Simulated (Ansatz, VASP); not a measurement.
## Two plane-wave programs on Ag5Cl

```xyz
6
Lattice="5.8380 0.0000 0.0000 -2.9190 5.0559 0.0000 0.0000 0.0000 4.7384" Properties=species:S:1:pos:R:3 pbc="T T T"
Ag    2.9190    0.0000    2.3692
Ag    1.4595    2.5279    2.3692
Ag   -1.4595    2.5279    2.3692
Ag    0.0000    3.3706    0.0000
Ag    2.9190    1.6853    0.0000
Cl    0.0000    0.0000    0.0000
```

Change from the starting cell: species swapped into the DyCo5 type (P6/mmm, No. 191).

Alike in both runs: task single point; functional PBE; k mesh 3 × 3 × 4; occupations gaussian, width 0.1 eV; collinear spin.

|  | VASP | Ansatz |
| --- | --- | --- |
| version | VASP 6.6.1 | Ansatz 0.2.0 |
| potentials or method | VASP PAW PBE potentials, release 64 (Ag, Cl), cutoff 520 eV | scalar-relativistic, plane waves, PAW |
| valence electrons in the cell | 62 | 102 |

|  | VASP | Ansatz | Ansatz less VASP |
| --- | --- | --- | --- |
| gap on the k mesh at the Fermi level (eV) | none | none | - |
| pressure (GPa) | -4.0 | -4.0 | +0.06 |
| traceless stress, the component that is largest in VASP (GPa) | 0.32 | 0.32 | -0.001 |
| net moment per atom (μB) | 0.00 | 0.00 | 0.000 |

A gap of «none» marks a metal or a gap that the smearing closes. VASP's potentials hold 62 valence electrons a cell and Ansatz's 102, so a difference there can come from the potentials and not from the codes. Ansatz's warnings: seeded moment not kept.

The k mesh is coarse, so the values compare programs but aren't converged.
